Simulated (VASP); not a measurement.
Wanted: the native input for a VASP 6.6.1 run.

```
Task                   : single point
Functional             : PBEsol
Potentials or basis    : VASP PAW PBE potentials, release 64 (Cd_sv_GW, S)
Cutoff                 : 630 eV
k mesh                 : 6 × 6 × 4
Occupations            : gaussian, width 0.01 eV
Spin                   : no spin polarisation
Dipole correction      : no
Further INCAR settings : ALGO = Normal; EDIFF = 1e-06; NBANDS = 20
```

The structure of CdS lies in POSCAR:

```
CdS
1.0
    4.2611700000      0.0000000000      0.0000000000
   -2.1305850000      3.6902814698      0.0000000000
    0.0000000000      0.0000000000      5.8041730000
Cd S
1 1
Direct
    0.0000000000      0.0000000000      0.4426920000
    0.6666666667      0.3333333333      0.4343080000
```

One way to write it, as run:

INCAR

```
  ALGO = Normal
  EDIFF = 1E-6
  ENCUT = 630
  GGA = PS
  GGA_COMPAT = F
  ISIF = 2
  ISMEAR = 0
  LASPH = T
  LCHARG = F
  LREAL = F
  LWAVE = F
  NBANDS = 20
  NELM = 120
  PREC = Accurate
  SIGMA = 0.01
```

KPOINTS

```
k-points
0
Gamma
  6 6 4
```

Potentials or basis: VASP PAW PBE potentials, release 64 (Cd_sv_GW, S).

Run with:

```console
$ cat potpaw_PBE.64/Cd_sv_GW/POTCAR potpaw_PBE.64/S/POTCAR > POTCAR
$ mpirun -np 1 vasp_std > vasp.out
```

Results of the run:

```yaml
Pressure: -1.5 GPa
Largest_force: 0.017 eV/Å
Band_gap_on_the_k_mesh: 1.41 eV
```

Caveat: the PAW data sets were made with another functional, which shifts forces and pressure a little.

It took 29 s on 1 thread of Intel(R) Xeon(R) 6975P-C (Granite Rapids), with other jobs on the host, peak memory 0.27 GiB.
